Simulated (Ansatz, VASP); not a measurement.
## Nb in VASP and in Ansatz

The input POSCAR:

```
Nb
1.0
    2.9334364901      0.0000000000      0.0000000000
   -1.4667182450      2.5404305208      0.0000000000
    0.0000000000      0.0000000000     10.7701134595
Nb
4
Direct
    1.0000000000      0.0000000000      0.0000000000
    1.0000000000      1.0000000000      0.5000000000
    0.3333333333      0.6666666667      0.2500000000
    0.6666666667      0.3333333333      0.7500000000
```

INCAR.step1

```
PREC = Accurate ; ENCUT = 520
ISMEAR = -1 ; SIGMA = 0.1
LREAL = False ; LASPH = True
NELM = 100 ; NBANDS = 34
GGA = PE ; ALGO = Normal
EDIFF = 1E-4 ; LWAVE = True
LCHARG = False
```

INCAR.step2

```
PREC = Accurate ; ENCUT = 520
EDIFF = 1E-7 ; ISMEAR = -1
SIGMA = 0.1 ; LREAL = False
LASPH = True ; NELM = 100
ALGO = Normal ; ISIF = 2
LWAVE = False ; LCHARG = False
METAGGA = R2SCAN ; LMIXTAU = True
NBANDS = 34 ; ISTART = 1
```

The input KPOINTS:

```
regular mesh
0
Gamma
  14 14 4
```

Input for Ansatz:

```yaml
crystal:
  lattice:
    - [2.9334364901, 0.0, 0.0]
    - [-1.466718245, 2.5404305208, 0.0]
    - [0.0, 0.0, 10.7701134595]
  atoms:
    - { symbol: Nb, position: [1.0, 0.0, 0.0] }
    - { symbol: Nb, position: [1.0, 1.0, 0.5] }
    - { symbol: Nb, position: [0.3333333333, 0.6666666667, 0.25] }
    - { symbol: Nb, position: [0.6666666667, 0.3333333333, 0.75] }
hamiltonian:
  xc: r2scan
  pseudopotentials:
    kind: paw
    azcp:
      Nb: "pseudopotentials/Nb.paw.azcp"
basis:
  ecutwfc: 500
  fft_grid_basis: typed
kpoints:
  mp_grid: { grid: [14, 14, 4], shift: [0, 0, 0] }
magnetization:
  spin_polarized: false
scf:
  occupations: { method: fermi_dirac, width: 0.1 }
  lower_state_search: "off"
output:
  stress: true
  write_density: true
  write_potential: true
  elf: true
  volumetric_format: npy
```

Alike in both runs: task single point; functional r2SCAN; k mesh 14 × 14 × 4; occupations fermi-dirac, width 0.1 eV; no spin polarisation.

|  | VASP | Ansatz |
| --- | --- | --- |
| version | VASP 6.6.1 | Ansatz 0.2.0 |
| potentials or method | VASP PAW PBE potentials, release 64 (Nb_sv), cutoff 520 eV | plane waves (500 eV) with PAW, scalar-relativistic |
| valence electrons in the cell | 52 | 52 |

|  | VASP | Ansatz | Ansatz less VASP |
| --- | --- | --- | --- |
| pressure (GPa) | -11.2 | -11.0 | +0.19 |
| traceless stress, the component that is largest in VASP (GPa) | 0.18 | 0.21 | +0.029 |

VASP's potentials were made for PBE, not for r2SCAN.
